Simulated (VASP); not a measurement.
Wanted: the native input for a VASP 6.6.1 run.

* Task: single point
* Functional: PBE
* Potentials or basis: VASP PAW PBE potentials, release 64 (Li_sv)
* Cutoff: 520 eV
* k mesh: 21 × 21 × 21
* Occupations: fermi-dirac, width 0.1 eV
* Spin: no spin polarisation
* Dipole correction: no
* Further INCAR settings: ALGO = Normal; EDIFF = 1e-06; NBANDS = 8

The structure of Li lies in POSCAR:

```
Li
1.0
   -1.6922309610      1.6922309610      1.6922309610
    1.6922309610     -1.6922309610      1.6922309610
    1.6922309610      1.6922309610     -1.6922309610
Li
1
Direct
    0.0000000000      0.0000000000      0.0000000000
```

These files were run (other wordings do the same):

INCAR

```
SYSTEM = Li
  ALGO = Normal
  EDIFF = 1E-6
  ENCUT = 520
  GGA = PE
  ISIF = 2
  ISMEAR = -1
  LASPH = .True.
  LCHARG = .False.
  LREAL = .False.
  LWAVE = .False.
  NBANDS = 8
  NELM = 100
  PREC = Accurate
  SIGMA = 0.1
```

KPOINTS

```
k-points
0
Gamma
  21 21 21
  0 0 0
```

Potentials or basis: VASP PAW PBE potentials, release 64 (Li_sv).

The run is started by

```console
$ cat potpaw_PBE.64/Li_sv/POTCAR > POTCAR
$ mpirun -np 1 vasp_std > vasp.out
```

Results of the run:

```json
{
  "Band gap on the k mesh": "zero (an odd number of electrons rules out a gap without spin polarisation)"
}
```

Wall time 36 s on 1 thread of Intel Xeon 8259CL, with other jobs on the host, peak memory 0.15 GiB.
